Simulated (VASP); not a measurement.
Wanted: the native input for a VASP 6.6.1 run.

* Task: single point
* Functional: PBE
* Potentials or basis: VASP PAW PBE potentials, release 64 (C)
* Cutoff: 520 eV
* k mesh: 6 × 6 × 6
* Occupations: gaussian, width 0.1 eV
* Spin: collinear spin, ferromagnetic start
* Starting moments: [1.0, 1.0, 1.0] μB
* Dipole correction: no
* Further INCAR settings: ALGO = Normal; EDIFF = 1e-07; NBANDS = 17

The structure of C lies in POSCAR:

```
C
1.0
    0.0000000000      2.1665664221      2.1665664221
    2.1665664221      0.0000000000      2.1665664221
    2.1665664221      2.1665664221      0.0000000000
C
3
Direct
    0.5000000000      0.5000000000      0.5000000000
    0.7500000000      0.7500000000      0.7500000000
    0.2500000000      0.2500000000      0.2500000000
```

These files were run (other wordings do the same):

INCAR

```
SYSTEM = C
ALGO = Normal ; EDIFF = 1E-7
ENCUT = 520 ; GGA = PE
ISIF = 2 ; ISMEAR = 0
ISPIN = 2 ; LASPH = .TRUE.
LCHARG = .TRUE. ; LELF = .TRUE.
LORBIT = 11 ; LREAL = .FALSE.
LVHAR = .TRUE. ; LWAVE = .FALSE.
MAGMOM = 1 1 1 ; NBANDS = 17
NELM = 150 ; PREC = Accurate
SIGMA = 0.1
```

KPOINTS

```
k-points
0
G
  6 6 6
  0 0 0
```

Potentials or basis: VASP PAW PBE potentials, release 64 (C).

Run with:

```bash
$ cat potpaw_PBE.64/C/POTCAR > POTCAR
$ mpirun -np 1 vasp_std > vasp.out
```

It gave:

```json
{
  "Pressure": "5.5 GPa",
  "Band gap on the k mesh": "zero (filled and empty bands overlap)",
  "Net moment": "0.00 μB per cell",
  "Valence electrons inside the program's atomic spheres": "C 2.14, 2.19"
}
```

Caveat: the k points lie up to 0.42 Å⁻¹ apart.

Wall time 22 s on 1 thread of Intel Xeon 8259CL (shared host), peak memory 0.14 GiB.
